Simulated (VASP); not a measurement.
Input of a VASP 6.6.1 run:

File INCAR:

```
SYSTEM = HfO2
  PREC = Accurate
  ENCUT = 520
  EDIFF = 1E-6
  ISMEAR = 0
  SIGMA = 0.05
  LREAL = .FALSE.
  LASPH = .TRUE.
  NELM = 100
  ALGO = Normal
  ISIF = 2
  LWAVE = .FALSE.
  LCHARG = .FALSE.
  GGA = PS
  NBANDS = 18
```

KPOINTS

```
regular mesh
0
G
  8 8 8
  0 0 0
```

POSCAR

```
HfO2
1.0
    0.0000000000      2.6853750000      2.5575000000
    2.6853750000      0.0000000000      2.5575000000
    2.6853750000      2.6853750000      0.0000000000
Hf O
1 2
Direct
    0.0000000000      0.0000000000      0.0000000000
    0.2500000000      0.2500000000      0.2500000000
    0.7500000000      0.7500000000      0.7500000000
```

Potentials or basis: VASP PAW PBE potentials, release 64 (Hf_pv, O).

Command:

```sh
$ cat potpaw_PBE.64/Hf_pv/POTCAR potpaw_PBE.64/O/POTCAR > POTCAR
$ mpirun -np 1 vasp_std > vasp.out
```

What does it give for the band gap on the k mesh?

2.92 eV, indirect (least direct gap 2.97 eV).

Predict the pressure.

-30.0 GPa.

Stress tensor (GPa, compression positive):
```
-36.35   0.00   0.00
  0.00 -36.35   0.00
  0.00   0.00 -17.19
```

Caveat: the cell differs from its parent crystal (strain +0.050 along x and y, +0.000 along z); the PAW data sets were made with another functional, which shifts forces and pressure a little; spin-orbit coupling is left out, which moves the levels of the heavy elements. A k mesh can miss the band edges.
